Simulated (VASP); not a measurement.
A run of VASP 6.6.1 is set up as follows.

INCAR

```
SYSTEM = CsI
PREC = Accurate
ENCUT = 500
EDIFF = 1E-6
ISMEAR = 0
SIGMA = 0.05
LREAL = .FALSE.
LASPH = .TRUE.
NELM = 120
ALGO = Normal
ISIF = 2
LWAVE = .FALSE.
LCHARG = .FALSE.
GGA = PE
NBANDS = 15
GGA_COMPAT = .FALSE.
```

The input KPOINTS:

```
regular mesh
0
G
  8 8 8
  0 0 0
```

POSCAR

```
CsI
1.0
    4.6654671083      0.0000000000      0.0000000000
    0.0000000000      4.6654671083      0.0000000000
    0.0000000000      0.0000000000      4.6654671083
Cs I
1 1
Direct
    0.0000000000      0.0000000000      0.0000000000
    0.5107170405      0.5000000000      0.5000000000
```

Potentials or basis: VASP PAW PBE potentials, release 64 (Cs_sv, I).

Run with:

```sh
$ cat potpaw_PBE.64/Cs_sv/POTCAR potpaw_PBE.64/I/POTCAR > POTCAR
$ mpirun -np 1 vasp_std > vasp.out
```

Q: What does it give for the pressure?

A: 0.0 GPa.

Q: What does it give for the largest force?

A: 0.027 eV/Å.

Forces on the atoms (eV/Å):
```
Cs   0.027  0.000  0.000
I   -0.027  0.000  0.000
```

Caveat: the cell differs from its parent crystal (atom 2 (I) moved 0.05 Å along x).
